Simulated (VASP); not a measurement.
Crystal: Mo.

```xyz
2
Lattice="0.0000 2.7608 2.7608 2.7608 0.0000 2.7608 2.7608 2.7608 0.0000" Properties=species:S:1:pos:R:3 pbc="T T T"
Mo    0.6902    0.6902    0.6902
Mo    4.8314    4.8314    4.8314
```

| Property | Result |
| --- | --- |
| Program | VASP 6.6.1 |
| Task | relaxation of cell and atoms |
| Functional | BLYP |
| Potentials or basis | VASP PAW PBE potentials, release 64 (Mo_sv) |
| Cutoff | 600 eV |
| k mesh | 10 × 10 × 10 |
| Occupations | fermi-dirac, width 0.1 eV |
| Spin | no spin polarisation |

At the start: pressure 18.8 GPa; volume 21.04 Å³/atom.

**Question.** How do energy, volume and symmetry change on relaxing?

**Answer.** Over 23 steps the energy falls by 171.8 meV/atom and the volume is 24.38 Å³/atom (+15.9 %); space group Fd-3m (No. 227, to 0.05 Å).

The path:
| step | energy change (eV) | largest force (eV/Å) | pressure (GPa) | volume (Å³) |
| --- | --- | --- | --- | --- |
| 1 | 0.0000 | 0.0000 | 18.79 | 42.09 |
| 2 | 0.1133 | 0.0000 | -12.20 | 58.98 |
| 3 | -0.3431 | 0.0000 | -0.56 | 49.04 |
| 4 | -0.3436 | 0.0000 | -0.07 | 48.79 |
| 5 | -0.3436 | 0.0000 | 0.10 | 48.65 |
| 6 | -0.3436 | 0.0000 | 0.19 | 48.65 |
| 7 | -0.3436 | 0.0000 | 0.20 | 48.65 |
| 8 | -0.3436 | 0.0000 | 0.18 | 48.65 |
| 9 | -0.3436 | 0.0000 | 0.18 | 48.65 |
| 10 | -0.3436 | 0.0000 | 0.18 | 48.65 |
| 11 | -0.3436 | 0.0000 | 0.18 | 48.65 |
| 12 | -0.3436 | 0.0000 | 0.18 | 48.65 |
| 13 | -0.3436 | 0.0000 | 0.18 | 48.65 |
| 14 | -0.3436 | 0.0000 | 0.18 | 48.65 |
| 15 | -0.3436 | 0.0000 | 0.18 | 48.65 |
| 16 | -0.3436 | 0.0000 | 0.19 | 48.66 |
| 17 | -0.3436 | 0.0000 | 0.20 | 48.66 |
| 18 | -0.3436 | 0.0000 | 0.17 | 48.66 |
| 19 | -0.3436 | 0.0000 | 0.15 | 48.67 |
| 20 | -0.3436 | 0.0000 | 0.13 | 48.69 |
| 21 | -0.3436 | 0.0000 | 0.09 | 48.73 |
| 22 | -0.3436 | 0.0000 | -0.07 | 48.80 |
| 23 | -0.3436 | 0.0000 | -0.06 | 48.77 |

Final structure:
```
Mo
1.0
     0.00000    2.89979    2.89979
     2.89979    0.00000    2.89979
     2.89979    2.89979    0.00000
Mo
2
Cartesian
  0.7249 0.7249 0.7249
  5.0746 5.0746 5.0746
```

Caveat: the volume moved by over 15 % at a fixed basis, so the end points are rough; the PAW data sets were made with another functional, which shifts forces and pressure a little.
